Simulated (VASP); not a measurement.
# Cu4Ni in VASP: notebook, part 3 of 3

VASP 6.6.1. The steps go on from the part before.

## (7) Single point, PBE

File INCAR:

```
SYSTEM = Cu4Ni
  PREC = Accurate
  ENCUT = 520
  EDIFF = 1E-7
  ISMEAR = 0
  SIGMA = 0.2
  LREAL = .False.
  LASPH = .True.
  NELM = 80
  ALGO = Fast
  ISIF = 2
  LWAVE = .False.
  LCHARG = .False.
  GGA = PE
  NBANDS = 65
```

File KPOINTS:

```
regular mesh
0
Gamma
  12 12 1
  0 0 0
```

File POSCAR:

```
Cu4Ni
1.0
    2.5374929348      0.0000036010     -0.0002185492
   -1.2687438859      2.1971680146      0.0001295333
   -0.0025196677      0.0002004140     21.0001454627
Cu Ni
8 2
Direct
    0.3337338441      0.6676961545      0.0505881660
    0.3328051901      0.6654013156      0.4494128270
    0.3329179288      0.6659512992      0.6516240093
    0.3336830337      0.6673133672      0.8483714821
    0.6668989191      0.3340069663      0.1516248029
    0.6665025896      0.3326771522      0.3483736196
    0.6662809087      0.3323849313      0.5505862672
    0.6673822743      0.3346780508      0.9494112471
    0.3332880746      0.6663925089      0.2500047900
    0.6665072370      0.3334982541      0.7500027887
```

Potentials or basis: VASP PAW PBE potentials, release 64 (Cu, Ni).

On the command line:

```
$ cat potpaw_PBE.64/Cu/POTCAR potpaw_PBE.64/Ni/POTCAR > POTCAR
$ mpirun -np 1 vasp_std > vasp.out
```

OUTCAR:

```text
SYSTEM = Cu4Ni
   PREC = Accurate
   ENCUT = 520
   EDIFF = 1E-7
   ISMEAR = 0
   LREAL = .False.
   LASPH = .True.
   NELM = 80
   ISIF = 2
   GGA = PE

 ion  position               nearest neighbor table
   1  0.334  0.668  0.051-   5 2.58   5 2.58   5 2.58   8 2.58   8 2.58   8 2.58
   2  0.333  0.665  0.449-   6 2.58   6 2.58   6 2.58   7 2.58   7 2.58   7 2.58
   3  0.333  0.666  0.652-  10 2.53  10 2.53  10 2.53   7 2.58   7 2.58   7 2.58
   4  0.334  0.667  0.848-  10 2.53  10 2.53  10 2.53   8 2.58   8 2.58   8 2.58
   5  0.667  0.334  0.152-   9 2.53   9 2.53   9 2.53   1 2.58   1 2.58   1 2.58
   6  0.667  0.333  0.348-   9 2.53   9 2.53   9 2.53   2 2.58   2 2.58   2 2.58
   7  0.666  0.332  0.551-   3 2.58   3 2.58   3 2.58   2 2.58   2 2.58   2 2.58
   8  0.667  0.335  0.949-   4 2.58   4 2.58   4 2.58   1 2.58   1 2.58   1 2.58
   9  0.333  0.666  0.250-   6 2.53   5 2.53   5 2.53   6 2.53   6 2.53   5 2.53
  10  0.667  0.333  0.750-   3 2.53   4 2.53   3 2.53   4 2.53   4 2.53   3 2.53

  LATTYP: Found a triclinic cell.
 ALAT       =     2.5371809682
 B/A-ratio  =     0.9999977540
 C/A-ratio  =     8.3372360845
[... 213 lines left out ...]
      4      -0.1451      2.00000
      5       0.1004      2.00000
      6       1.3365      2.00000
[... 1621 lines left out ...]
     64      13.6147      0.00000
     65      14.1052      0.00000

 [... further k-points ...]

------------------------ aborting loop because EDIFF is reached ----------------------------------------

  FORCE on cell =-STRESS in cart. coord.  units (eV):
  Direction    XX          YY          ZZ          XY          YZ          ZX
  --------------------------------------------------------------------------------------
  -------------------------------------------------------------------------------------
  Total        0.4606379      0.4670413      0.3045147     -0.0010317     -0.0006360      0.0063044
  in kB        6.3034667      6.3910928      4.1670441     -0.0141179     -0.0087026      0.0862707
  external PRESSURE =       5.6205346 kB  Pullay stress =       0.0000000 kB

 VOLUME and BASIS-vectors are now :
 -----------------------------------------------------------------------------
  energy-cutoff  :      520.00
  volume of cell :      117.08
      direct lattice vectors                 reciprocal lattice vectors
     2.537492935  0.000003601 -0.000218549     0.394089448  0.227565015  0.000045112
    -1.268743886  2.197168015  0.000129533    -0.000000646  0.455130957 -0.000004344
    -0.002519668  0.000200414 21.000145463     0.000004101 -0.000000439  0.047618718

 POSITION                                       TOTAL-FORCE (eV/Angst)
 -----------------------------------------------------------------------------------
     -0.00042      1.46705      1.06237         0.000209     -0.000213     -0.000639
     -0.00087      1.46209      9.43775         0.000071      0.000909      0.000245
     -0.00179      1.46334     13.68421        -0.000224      0.000889      0.011903
     -0.00207      1.46637     17.81594        -0.000461     -0.000127     -0.010885
      1.26810      0.73390      3.18404         0.000316     -0.000836      0.012104
      1.26829      0.73102      7.31579        -0.000155      0.000054     -0.010974
      1.26758      0.73042     11.56229        -0.000192      0.000055     -0.000313
      1.26646      0.73554     19.93767        -0.000233     -0.001024      0.000430
     -0.00040      1.46423      5.25015        -0.000268      0.000708     -0.000995
      1.26624      0.73290     15.75007         0.000936     -0.000415     -0.000877
 -----------------------------------------------------------------------------------
    total drift:                                0.000018      0.000016     -0.000002

  FREE ENERGIE OF THE ION-ELECTRON SYSTEM (eV)
  ---------------------------------------------------
  free  energy   TOTEN  =       -40.6549213114 eV

  energy  without entropy=      -40.5260987904  energy(sigma->0) =      -40.59051005
```

OSZICAR:

```text
N       E                     dE             d eps       ncg     rms          rms(c)
DAV:   1     0.101564568566E+04    0.10156E+04   -0.45811E+04  9628   0.289E+03
DAV:   2     0.101713378162E+03   -0.91393E+03   -0.88756E+03  9620   0.536E+02
[... 17 lines left out ...]
RMM:  20    -0.406549585639E+02   -0.23322E-04   -0.28922E-04 12235   0.101E-01    0.860E-02
RMM:  21    -0.406549510843E+02    0.74797E-05   -0.96744E-05 13582   0.525E-02    0.721E-02
RMM:  22    -0.406549196807E+02    0.31404E-04   -0.44485E-05 11708   0.417E-02    0.762E-03
RMM:  23    -0.406549209613E+02   -0.12806E-05   -0.14329E-05 14166   0.176E-02    0.400E-03
RMM:  24    -0.406549212511E+02   -0.28975E-06   -0.29065E-06 12872   0.753E-03    0.588E-03
RMM:  25    -0.406549213114E+02   -0.60345E-07   -0.55033E-07  8149   0.423E-03
   1 F= -.40654921E+02 E0= -.40590510E+02  d E =-.128823E+00
```

stdout:

```text
POSCAR found type information on POSCAR CuNi
 POSCAR found :  2 types and      10 ions
 scaLAPACK will be used
 -----------------------------------------------------------------------------
|                                                                             |
|           W    W    AA    RRRRR   N    N  II  N    N   GGGG   !!!           |
[... 18 lines left out ...]
|                                                                             |
 -----------------------------------------------------------------------------

 LDA part: xc-table for (Slater+PW92), standard interpolation
 POSCAR, INCAR and KPOINTS ok, starting setup
 FFT: planning ... GRIDC
 FFT: planning ... GRID_SOFT
 FFT: planning ... GRID
 WAVECAR not read
 entering main loop
```

Wall time 8.7 min (1 thread of Intel Xeon 6975P-C (Granite Rapids), shared host); peak memory 0.53 GiB.

What came out:

```
Free energy            : -40.6549 eV
Pressure               : 0.6 GPa
Largest force          : 0.012 eV/Å
Band gap on the k mesh : zero (bands 54 and 55 overlap by 5.05 eV)
```

Forces in eV/Å, atoms in the order of the input:
```
Cu   0.000  0.000 -0.001
Cu   0.000  0.001  0.000
Cu   0.000  0.001  0.012
Cu   0.000  0.000 -0.011
Cu   0.000 -0.001  0.012
Cu   0.000  0.000 -0.011
Cu   0.000  0.000  0.000
Cu   0.000 -0.001  0.000
Ni   0.000  0.001 -0.001
Ni   0.001  0.000 -0.001
```

Levels at points of the mesh, in eV from the Fermi level:
```csv
k point,band 52,band 53,band 54,band 55,band 56,band 57
"(0.00, 0.00, 0.00)",-1.32,-1.31,-1.31,-1.31,-0.87,-0.37
"(0.50, 0.00, 0.00)",0.22,0.28,0.54,0.62,1.13,1.25
"(0.50, 0.50, 0.00)",0.22,0.28,0.54,0.62,1.13,1.25
"(0.00, 0.50, 0.00)",0.22,0.28,0.54,0.62,1.14,1.26
```

Spin polarisation is off, so any magnetic state and its effect on volume and gap are missing.

## (8) Overview

```tsv
cell	k mesh	smearing	gap on the mesh (eV)	pressure (GPa)	largest force (eV/Å)
a = 2.539, b = 2.539, c = 20.970 Å, angles 90.0, 90.0, 120.0°, 10 atoms	6 × 6 × 1	gaussian 0.1 eV	none	1.0	0.03
a = 2.539, b = 2.539, c = 20.970 Å, angles 90.0, 90.0, 120.0°, 10 atoms	12 × 12 × 1	gaussian 0.2 eV	none	0.6	0.01
a = 2.539, b = 2.539, c = 20.970 Å, angles 90.0, 90.0, 120.0°, 10 atoms	18 × 18 × 2	gaussian 0.1 eV	none	0.5	0.01
a = 2.537, b = 2.537, c = 21.000 Å, angles 90.0, 90.0, 120.0°, 10 atoms	12 × 12 × 1	gaussian 0.2 eV	none	0.6	0.01
```

Alike in all rows: task single point; level PBE; potentials or basis VASP PAW PBE potentials, release 64 (Cu, Ni); no spin polarisation; cutoff (eV) 520.

Caveats: some runs use coarse meshes.

Absolute energies hang on the potentials; compare differences alone.
